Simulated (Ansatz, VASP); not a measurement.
# MgO: VASP beside Ansatz

INCAR

```
ALGO = Normal ; EDIFF = 1E-6
ENCUT = 600 ; GGA_COMPAT = F
ISIF = 2 ; ISMEAR = 0
LASPH = T ; LCHARG = F
LREAL = F ; LWAVE = F
NBANDS = 11 ; NELM = 120
PREC = Accurate ; SIGMA = 0.1
```

File KPOINTS:

```
k-points
0
Gamma
  8 8 8
```

File POSCAR:

```
MgO
1.0
    0.0000000000      2.1245000000      2.1245000000
    2.1245000000      0.0000000000      2.1245000000
    2.1245000000      2.1245000000      0.0000000000
Mg O
1 1
Direct
    0.0000000000      0.0000000000      0.0000000000
    0.5000000000      0.5000000000      0.5000000000
```

Input for Ansatz:

```yaml
crystal:
  lattice:
    - [0.0, 2.1245, 2.1245]
    - [2.1245, 0.0, 2.1245]
    - [2.1245, 2.1245, 0.0]
  atoms:
    - { symbol: Mg, position: [0.0, 0.0, 0.0] }
    - { symbol: O, position: [0.5, 0.5, 0.5] }
basis:
  ecutwfc: 600.0
kpoints:
  mp_grid: { grid: [8, 8, 8] }
hamiltonian:
  xc: lda
  pseudopotentials: { kind: paw, azcp: { folder: soft_1 } }
scf:
  occupations: { method: gaussian, width: 0.1 }
output:
  forces: true
  stress: true
  eigenvalues: true
```

Alike in both runs: task single point; functional LDA; k mesh 8 × 8 × 8; occupations gaussian, width 0.1 eV; no spin polarisation.

|  | VASP | Ansatz |
| --- | --- | --- |
| version | VASP 6.6.1 | Ansatz 0.2.0 |
| potentials or method | VASP PAW LDA potentials, release 64 (Mg, O), cutoff 600 eV | scalar-relativistic, plane waves, PAW |
| valence electrons in the cell | 8 | 16 |

Ansatz gave:

```
gap on the k mesh at the Fermi level (eV) : 4.41
least direct gap on the mesh (eV)         : 4.41
pressure (GPa)                            : -9.5
```

Problem. What did VASP give for the same quantities?

Solution. gap on the k mesh at the Fermi level (eV): 4.41; least direct gap on the mesh (eV): 4.41; pressure (GPa): -11.6.

Ansatz warns that its potentials were made for another functional, while VASP's fit it. LDA's correlation is that of Perdew and Zunger in VASP and of Perdew and Wang (1992) in Ansatz. VASP's potentials hold 8 valence electrons a cell and Ansatz's 16, so a difference there can come from the potentials and not from the codes.
